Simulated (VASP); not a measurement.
Write the native input for VASP 6.6.1 that does the following.

* Task: single point
* Functional: PBE
* Potentials or basis: VASP PAW PBE potentials, release 64 (I)
* Cutoff: 500 eV
* k mesh: 2 × 2 × 4
* Occupations: gaussian, width 0.1 eV
* Spin: collinear spin, ferromagnetic start
* Starting moments: [0.17] μB
* Dipole correction: no
* Further INCAR settings: ALGO = Normal; EDIFF = 1e-06; NBANDS = 14

The structure of I lies in POSCAR:

```
I
1.0
    2.5383465792     -3.7066249365      0.0000000000
    2.5383465792      3.7066249365      0.0000000000
   -1.6208748370      0.0000000000      2.3810977968
I
1
Direct
    0.5000000000      0.5000000000      0.5000000000
```

One way to write it, as run:

INCAR

```
SYSTEM = I
PREC = Accurate
ENCUT = 500
EDIFF = 1E-6
ISMEAR = 0
SIGMA = 0.1
LREAL = .FALSE.
LASPH = .TRUE.
NELM = 200
ALGO = Normal
ISIF = 2
LWAVE = .FALSE.
LCHARG = .FALSE.
ISPIN = 2
MAGMOM = 0.17
LORBIT = 11
GGA = PE
NBANDS = 14
GGA_COMPAT = .FALSE.
```

KPOINTS

```
regular mesh
0
G
  2 2 4
  0 0 0
```

Potentials or basis: VASP PAW PBE potentials, release 64 (I).

Launch:

```sh
$ cat potpaw_PBE.64/I/POTCAR > POTCAR
$ mpirun -np 1 vasp_std > vasp.out
```

Results of the run:

- Pressure: 3.5 GPa
- Net moment: 0.24 μB per cell
- Site moments: I +0.15 μB
- Valence electrons inside the program's atomic spheres: I 4.23

Caveat: the k points lie up to 0.86 Å⁻¹ apart.

It took 32 s on 1 thread of Intel Xeon 8259CL, on a shared host, peak memory 0.19 GiB.
